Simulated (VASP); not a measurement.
Wanted: the native input for a VASP 6.6.1 run.

```
Task                   : single point
Functional             : PBEsol
Potentials or basis    : VASP PAW PBE potentials, release 64 (Ni, O)
Cutoff                 : 520 eV
k mesh                 : 12 × 12 × 4
Occupations            : gaussian, width 0.05 eV
Spin                   : no spin polarisation
Dipole correction      : no
Further INCAR settings : ALGO = Normal; EDIFF = 1e-06; NBANDS = 31
```

The structure of NiO2 lies in POSCAR:

```
NiO2
1.0
    2.6963025667      0.0000000000      0.0000000000
   -1.3481512833      2.3350665190      0.0000000000
    0.0000000000      0.0000000000     11.5543772744
Ni O
2 4
Direct
    0.0000000000      0.0000000000      0.0000000000
    0.0000000000      0.0000000000      0.5000000000
    0.6666666667      0.3333333333      0.0860929541
    0.6666666667      0.3333333333      0.4139070459
    0.3333333333      0.6666666667      0.9139070459
    0.3333333333      0.6666666667      0.5860929541
```

This cell differs from its parent crystal: ratio of the length along z to the lengths across it x 1.1, volume and fractional coordinates fixed.

These files were run (other wordings do the same):

INCAR

```
SYSTEM = NiO2
PREC = Accurate
ENCUT = 520
EDIFF = 1E-6
ISMEAR = 0
SIGMA = 0.05
LREAL = .False.
LASPH = .True.
NELM = 80
ALGO = Normal
ISIF = 2
LWAVE = .False.
LCHARG = .False.
GGA = PS
NBANDS = 31
```

KPOINTS

```
regular mesh
0
Gamma
  12 12 4
  0 0 0
```

Potentials or basis: VASP PAW PBE potentials, release 64 (Ni, O).

Command:

```console
$ cat potpaw_PBE.64/Ni/POTCAR potpaw_PBE.64/O/POTCAR > POTCAR
$ mpirun -np 1 vasp_std > vasp.out
```

It gave:

```
Pressure               : 5.5 GPa
Largest force          : 0.309 eV/Å
Band gap on the k mesh : 1.33 eV (least direct gap 1.48 eV)
```

Caveat: the stress differs along the axes, from -3 to 10 GPa; the PAW data sets were made with another functional, which shifts forces and pressure a little; the run has no spin polarisation, though such a crystal can be magnetic.

Run time: 3.4 min on 1 thread of Intel Xeon 8259CL, on a shared host, peak memory 0.25 GiB.
